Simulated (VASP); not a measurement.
# Mg4CdS3 (P-62m) in VASP: single point with PBE

Aim: the single point of Mg4CdS3 with PBE.

Program: VASP 6.6.1. These are calculated values, not measurements. Logs are shortened: lines on timing, memory, paths and dates and some standing lists are left out, and cuts for length are marked.

## (1) The cell of the first run

The structure is hexagonal, space group P-62m (No. 189). Conventional cell: a = 6.792 Å, b = 6.792 Å, c = 4.846 Å, α = 90.00°, β = 90.00°, γ = 120.00°. Mg (site symmetry m2m) has 2 S at 2.56 Å and 1 Cd at 3.25 Å within 3.4 Å. Within 3.2 Å of Mg (site symmetry -62m) lie 3 S at 2.41 Å and 2 Cd at 2.42 Å. Cd (site symmetry -62m) has 2 Mg at 2.42 Å within 3.2 Å. S (site symmetry m2m) has 3 Mg at 2.41 to 2.56 Å within 3.2 Å.

## (2) Single point, PBE

The input, INCAR:

```
PREC = Accurate
ENCUT = 600
EDIFF = 1E-6
ISMEAR = 0
SIGMA = 0.2
LREAL = F
LASPH = T
NELM = 120
ALGO = Normal
ISIF = 2
LWAVE = F
LCHARG = F
GGA = PE
NBANDS = 29
GGA_COMPAT = F
```

The input, KPOINTS:

```
Automatic mesh
0
Gamma
  4 4 3
```

The input, POSCAR:

```
Mg4CdS3
1.0
    6.7918740817      0.0000000035      0.0000000000
   -3.3959370439      5.8819354922      0.0000000000
    0.0000000000      0.0000000000      4.8461216862
Mg Cd S
4 1 3
Direct
    0.5210842331      0.0000000000      0.5000000000
    0.0000000000      0.5210842331      0.5000000000
    0.4789157669      0.4789157669      0.5000000000
    0.0000000000      0.0000000000      0.0000000000
    0.0000000000      0.0000000000      0.5000000000
    0.6448013956      0.0000000000      0.0000000000
    0.0000000000      0.6448013956      0.0000000000
    0.3551986044      0.3551986044      0.0000000000
```

Potentials or basis: VASP PAW PBE potentials, release 64 (Mg, Cd, S).

Command:

```bash
> cat potpaw_PBE.64/Mg/POTCAR potpaw_PBE.64/Cd/POTCAR potpaw_PBE.64/S/POTCAR > POTCAR
> mpirun -np 1 vasp_std > vasp.out
```

OUTCAR:

```text
PREC = Accurate
   ENCUT = 600
   EDIFF = 1E-6
   ISMEAR = 0
   LREAL = F
   LASPH = T
   NELM = 120
   ISIF = 2
   GGA = PE

 ion  position               nearest neighbor table
   1  0.521  0.000  0.500-   6 2.56   6 2.56   5 3.25   2 3.40   2 3.40   3 3.40   3 3.40   5 3.54

   2  0.000  0.521  0.500-   7 2.56   7 2.56   5 3.25   1 3.40   1 3.40   3 3.40   3 3.40   5 3.54

   3  0.479  0.479  0.500-   8 2.56   8 2.56   5 3.25   1 3.40   1 3.40   2 3.40   2 3.40   5 3.54

   4  0.000  0.000  0.000-   8 2.41   7 2.41   6 2.41   5 2.42   5 2.42
   5  0.000  0.000  0.500-   4 2.42   4 2.42   3 3.25   2 3.25   1 3.25   3 3.54   2 3.54   1 3.54

   6  0.645  0.000  0.000-   4 2.41   1 2.56   1 2.56
   7  0.000  0.645  0.000-   4 2.41   2 2.56   2 2.56
   8  0.355  0.355  0.000-   4 2.41   3 2.56   3 2.56

  LATTYP: Found a hexagonal cell.
 ALAT       =     6.7918740817
 C/A-ratio  =     0.7135175988

  Lattice vectors:

 A1 = (   6.7918740817,   0.0000000035,   0.0000000000)
 A2 = (  -3.3959370439,   5.8819354922,   0.0000000000)
 A3 = (   0.0000000000,   0.0000000000,   4.8461216862)

Analysis of symmetry for initial positions (statically):
=====================================================================
 Subroutine PRICEL returns:
 Original cell was already a primitive cell.

 Routine SETGRP: Setting up the symmetry group for a
 hexagonal supercell.

 Subroutine GETGRP returns: Found 12 space group operations
 (whereof 12 operations were pure point group operations)
 out of a pool of 24 trial point group operations.

The static configuration has the point symmetry D_3h.

Analysis of symmetry for dynamics (positions and initial velocities):
=====================================================================
 Subroutine PRICEL returns:
 Original cell was already a primitive cell.

 Routine SETGRP: Setting up the symmetry group for a
 hexagonal supercell.

 Subroutine GETGRP returns: Found 12 space group operations
 (whereof 12 operations were pure point group operations)
 out of a pool of 24 trial point group operations.

The dynamic configuration has the point symmetry D_3h.

 Subroutine INISYM returns: Found 12 space group operations
 (whereof 12 operations are pure point group operations),
 and found     1 'primitive' translations

----------------------------------------------------------------------------------------

                                     Primitive cell

  volume of cell :     193.5995

  direct lattice vectors                    reciprocal lattice vectors
     6.791874082  0.000000003  0.000000000     0.147234767  0.085006033  0.000000000
    -3.395937044  5.881935492  0.000000000    -0.000000000  0.170012065  0.000000000
     0.000000000  0.000000000  4.846121686     0.000000000  0.000000000  0.206350576

  length of vectors
     6.791874082  6.791874082  4.846121686     0.170012065  0.170012065  0.206350576

  position of ions in fractional coordinates (direct lattice)
     0.521084233  1.000000000  0.500000000
     0.000000000  0.521084233  0.500000000
     0.478915767  0.478915767  0.500000000
     0.000000000  0.000000000  0.000000000
     0.000000000  0.000000000  0.500000000
     0.644801396  1.000000000  0.000000000
     0.000000000  0.644801396  0.000000000
     0.355198604  0.355198604  0.000000000

  ion indices of the primitive-cell ions
   primitive index   ion index
                 1           1
                 2           2
                 3           3
                 4           4
                 5           5
                 6           6
                 7           7
                 8           8

----------------------------------------------------------------------------------------

 KPOINTS: Automatic mesh

Automatic generation of k-mesh.
 Grid dimensions read from file:
 generate k-points for:    4    4    3

 Generating k-lattice:

  Cartesian coordinates                     Fractional coordinates (reciprocal lattice)
     0.036808692  0.021251508  0.000000000     0.250000000  0.000000000  0.000000000
    -0.000000000  0.042503016  0.000000000    -0.000000000  0.250000000  0.000000000
     0.000000000  0.000000000  0.068783525     0.000000000  0.000000000  0.333333333

  Length of vectors
     0.042503016  0.042503016  0.068783525

  Shift w.r.t. Gamma in fractional coordinates (k-lattice)
     0.000000000  0.000000000  0.000000000

 Subroutine IBZKPT returns following result:
 ===========================================

 Found      8 irreducible k-points:

 Following reciprocal coordinates:
            Coordinates               Weight
  0.000000  0.000000  0.000000      1.000000
  0.250000  0.000000  0.000000      6.000000
  0.500000  0.000000  0.000000      3.000000
  0.250000  0.250000  0.000000      6.000000
  0.000000  0.000000  0.333333      2.000000
  0.250000  0.000000  0.333333     12.000000
  0.500000  0.000000  0.333333      6.000000
  0.250000  0.250000  0.333333     12.000000
   k-points           NKPTS =      8   k-points in BZ     NKDIM =      8   number of bands    NBANDS=     29
   number of dos      NEDOS =    301   number of ions     NIONS =      8
   total plane-waves  NPLWV = 116640
   dimension x,y,z NGX =    54 NGY =   54 NGZ =   40
   dimension x,y,z NGXF=   108 NGYF=  108 NGZF=   80
   ions per type =               4   1   3
   NGX,Y,Z   is equivalent  to a cutoff of  13.22, 13.22, 13.72 a.u.
   NGXF,Y,Z  is equivalent  to a cutoff of  26.44, 26.44, 27.44 a.u.
 SYSTEM =  unknown system
   PREC   = accura    normal or accurate (medium, high low for compatibility)
   ISTART =      0    job   : 0-new  1-cont  2-samecut
   ICHARG =      2    charge: 1-file 2-atom 10-const
   ISPIN  =      1    spin polarized calculation?
   LNONCOLLINEAR =      F non collinear calculations
   LSORBIT =      F    spin-orbit coupling
   LASPH  =      T    aspherical Exc in radial PAW
   ENCUT  =  600.0 eV  44.10 Ry    6.64 a.u.  13.57 13.57  9.68*2*pi/ulx,y,z
   NELM   =    120;   NELMIN=  2; NELMDL= -5     # of ELM steps
   EDIFF  = 0.1E-05   stopping-criterion for ELM
   LREAL  =      F    real-space projection
   EDIFFG = 0.1E-04   stopping-criterion for IOM
   NSW    =      0    number of steps for IOM
   IBRION =     -1    ionic relax: 0-MD 1-quasi-New 2-CG
   NFREE  =      0    steps in history (QN), initial steepest desc. (CG)
   ISIF   =      2    stress and relaxation
   ISYM   =      2    0-nonsym 1-usesym 2-fastsym
   POTIM  = 0.5000    time-step for ionic-motion
   TEBEG  =    0.0;   TEEND  =   0.0 temperature during run
   PSTRESS=    0.0 pullay stress
   NELECT =      38.0000    total number of electrons
   NUPDOWN=      -1.0000    fix difference up-down
   EMIN   =  10.00;   EMAX   =-10.00  energy-range for DOS
   EFERMI =   0.00;   METHOD = LEGACY
   ISMEAR =     0;   SIGMA  =   0.20  broadening in eV -4-tet -1-fermi 0-gaus
   EFERMI_NEDOS =   21; number of points for ismear=-14 and -15
   IALGO  =     38    algorithm
   IMIX   =      4    mixing-type and parameters
     AMIX     =   0.40;   BMIX     =  1.00
     AMIX_MAG =   1.60;   BMIX_MAG =  1.00
  volume/ion in A,a.u.               =      24.20       163.31
  Fermi-wavevector in a.u.,A,eV,Ry     =   0.951411  1.797905 12.315749  0.905182
  Thomas-Fermi vector in A             =   2.079878
   LORBIT       =      0    0 simple, 1 ext, 2 COOP (PROOUT), +10 PAW based schemes
   GGA     = PE    functional components
   LHFCALC =     F    Hartree Fock is set to
   AEXX    =    0.0000 exact exchange contribution
   IVDW    =     0    specifies the selected vdW correction
   LEPSILON=     F    determine dielectric tensor
   LRPA    =     F    only Hartree local field effects (RPA)
 non-spin polarized calculation
 Gauss-broadening in eV      SIGMA  =   0.20
  energy-cutoff  :      600.00
  volume of cell :      193.60
 maximum number of plane-waves:      6481
   NGX = 27   NGY = 27   NGZ = 19

 number of electron      37.9999995 magnetization

 Free energy of the ion-electron system (eV)
  ---------------------------------------------------
  ext. energy  EPLUGINS =         0.00000000
  ---------------------------------------------------
  free energy    TOTEN  =       -21.03301019 eV

  energy without entropy =      -20.93154888  energy(sigma->0) =      -20.98227954

 E-fermi :   2.3352     XC(G=0):  -8.6230

 val. band max:        2.3251309264   @ k =   0.0000   0.0000   0.3333
 cond. band min:       2.4747275691   @ k =   0.2500   0.0000   0.3333
 fundamental gap:      0.1495966427
 Fermi energy:         2.3352318921

 k-point     1 :       0.0000    0.0000    0.0000
  band No.  band energies     occupation
      1     -10.0893      2.00000
      2      -9.4776      2.00000
      3      -9.4776      2.00000
      4      -7.3000      2.00000
      5      -6.8990      2.00000
      6      -6.8990      2.00000
[... 21 lines left out ...]
     28       7.4075      0.00000
     29       7.6812      0.00000

 k-point     2 :       0.2500    0.0000    0.0000
  band No.  band energies     occupation
      1      -9.9957      2.00000
      2      -9.5528      2.00000
      3      -9.5161      2.00000
      4      -7.2950      2.00000
      5      -6.8999      2.00000
      6      -6.8993      2.00000
[... 21 lines left out ...]
     28       7.2492      0.00000
     29       8.0356      0.00000

 k-point     3 :       0.5000    0.0000    0.0000
  band No.  band energies     occupation
      1      -9.7772      2.00000
      2      -9.7602      2.00000
      3      -9.5483      2.00000
      4      -7.2898      2.00000
      5      -6.9008      2.00000
      6      -6.8995      2.00000
[... 126 lines left out ...]
      5      -6.8677      2.00000
      6      -6.8655      2.00000
[... 21 lines left out ...]
     28       7.6807      0.00000
     29       7.9182      0.00000

 k-point     8 :       0.2500    0.2500    0.3333
  band No.  band energies     occupation
      1      -9.7462      2.00000
      2      -9.5655      2.00000
      3      -9.5558      2.00000
      4      -7.2230      2.00000
      5      -6.8674      2.00000
      6      -6.8659      2.00000
[... 21 lines left out ...]
     28       7.6451      0.00000
     29       7.9826      0.00000

------------------------ aborting loop because EDIFF is reached ----------------------------------------

  FORCE on cell =-STRESS in cart. coord.  units (eV):
  Direction    XX          YY          ZZ          XY          YZ          ZX
  --------------------------------------------------------------------------------------
  -------------------------------------------------------------------------------------
  Total        0.7884603      0.7884603     -0.0427780     -0.0000000     -0.0000000      0.0000000
  in kB        6.5250856      6.5250856     -0.3540194     -0.0000000     -0.0000000      0.0000000
  external PRESSURE =       4.2320506 kB  Pullay stress =       0.0000000 kB

 VOLUME and BASIS-vectors are now :
 -----------------------------------------------------------------------------
  energy-cutoff  :      600.00
  volume of cell :      193.60
      direct lattice vectors                 reciprocal lattice vectors
     6.791874082  0.000000003  0.000000000     0.147234767  0.085006033  0.000000000
    -3.395937044  5.881935492  0.000000000    -0.000000000  0.170012065  0.000000000
     0.000000000  0.000000000  4.846121686     0.000000000  0.000000000  0.206350576

 POSITION                                       TOTAL-FORCE (eV/Angst)
 -----------------------------------------------------------------------------------
      3.53914      0.00000      2.42306        -0.005853     -0.000000      0.000000
     -1.76957      3.06498      2.42306         0.002927     -0.005069      0.000000
      1.62637      2.81695      2.42306         0.002927      0.005069      0.000000
      0.00000      0.00000      0.00000         0.000000     -0.000000      0.000000
      0.00000      0.00000      2.42306         0.000000     -0.000000      0.000000
      4.37941      0.00000      0.00000        -0.031750     -0.000000     -0.000000
     -2.18970      3.79268      0.00000         0.015875     -0.027496      0.000000
      1.20623      2.08926      0.00000         0.015875      0.027496     -0.000000
 -----------------------------------------------------------------------------------
    total drift:                               -0.000000     -0.000000      0.000000

  FREE ENERGIE OF THE ION-ELECTRON SYSTEM (eV)
  ---------------------------------------------------
  free  energy   TOTEN  =       -21.0330101880 eV

  energy  without entropy=      -20.9315488822  energy(sigma->0) =      -20.98227954
```

It took 36 s on 1 thread of Intel Xeon 6975P-C (Granite Rapids), shared host; peak memory 0.35 GiB.

Results:

```
Free energy            : -21.0330 eV
Pressure               : 0.4 GPa
Largest force          : 0.032 eV/Å
Band gap on the k mesh : zero (band 19 reaches 3.14 eV, above the bottom of band 20 at 1.85 eV)
```

Forces on the atoms (eV/Å):
```
Mg  -0.006  0.000  0.000
Mg   0.003 -0.005  0.000
Mg   0.003  0.005  0.000
Mg   0.000  0.000  0.000
Cd   0.000  0.000  0.000
S   -0.032  0.000  0.000
S    0.016 -0.027  0.000
S    0.016  0.027  0.000
```

Levels at points of the mesh, in eV from the Fermi level:
```
           k point  band 15  band 16  band 17  band 18  band 19  band 20  band 21  band 22  band 23  band 24
(0.00, 0.00, 0.00)    -2.64    -2.64    -0.91    -0.91     0.80     0.96     0.96     1.83     1.99     2.24
(0.50, 0.00, 0.00)    -2.15    -2.05    -1.46    -1.16    -0.86    -0.23     0.99     1.81     3.19     3.22
```

Caveat: the k points lie up to 0.43 Å⁻¹ apart.
